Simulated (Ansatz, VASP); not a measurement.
MnO2: VASP beside Ansatz

```
CELL_PARAMETERS angstrom
4.40042 0.00000 0.00000
0.00000 4.40042 0.00000
0.00000 0.00000 2.86708
ATOMIC_POSITIONS crystal
Mn 0.50000 0.50000 0.50000
Mn 0.00000 0.00000 0.00000
O 0.80492 0.19508 0.50000
O 0.69508 0.69508 0.00000
O 0.19508 0.80492 0.50000
O 0.30492 0.30492 0.00000
```

Alike in both runs: task single point; functional PBEsol; k mesh 6 × 6 × 9; occupations fermi-dirac, width 0.05 eV; no spin polarisation.

|  | VASP | Ansatz |
| --- | --- | --- |
| version | VASP 6.6.1 | Ansatz 0.2.0 |
| potentials or method | VASP PAW PBE potentials, release 64 (Mn_pv, O) | Ansatz PAW |
| plane-wave cutoff (eV) | 520 | 420 |
| valence electrons in the cell | 50 | 54 |

Ansatz gave:

```
gap on the k mesh at the Fermi level (eV)                     : none
pressure (GPa)                                                : -15.3
traceless stress, the component that is largest in VASP (GPa) : -5.10
rms of the force components (eV/Å)                            : 0.080
```

Task: Which values does VASP return?

Result: gap on the k mesh at the Fermi level (eV): none; pressure (GPa): -14.4; traceless stress, the component that is largest in VASP (GPa): -4.77; rms of the force components (eV/Å): 0.090.

VASP's potentials were made for PBE, not for PBEsol. Atom by atom the forces differ by 0.009 eV/Å (rms over components). A gap of «none» marks a metal or a gap that the smearing closes. VASP's potentials hold 50 valence electrons a cell and Ansatz's 54, so a difference there can come from the potentials and not from the codes.
